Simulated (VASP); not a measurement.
Input of a VASP 6.6.1 run:

File INCAR:

```
  PREC = Accurate
  ENCUT = 500
  EDIFF = 1E-6
  ISMEAR = -1
  SIGMA = 0.05
  LREAL = False
  LASPH = True
  NELM = 120
  ALGO = Normal
  ISIF = 2
  LWAVE = False
  LCHARG = False
  GGA = PE
  NBANDS = 22
  GGA_COMPAT = False
```

Contents of KPOINTS:

```
Automatic mesh
0
Gamma
  13 13 13
```

File POSCAR:

```
Rh
1.0
    0.0000000000      2.7562441711      2.7562441711
    2.7562441711      0.0000000000      2.7562441711
    2.7562441711      2.7562441711      0.0000000000
Rh
2
Direct
   -0.1250000000     -0.1250000000     -0.1250000000
    0.1250000000      0.1250000000      0.1250000000
```

Potentials or basis: VASP PAW PBE potentials, release 64 (Rh_pv).

Run with:

```bash
$ cat potpaw_PBE.64/Rh_pv/POTCAR > POTCAR
$ mpirun -np 1 vasp_std > vasp.out
```

Estimate the band gap on the k mesh.

zero (band 15 reaches 6.96 eV, above the bottom of band 16 at 5.83 eV).

Estimate the pressure.

0.2 GPa.
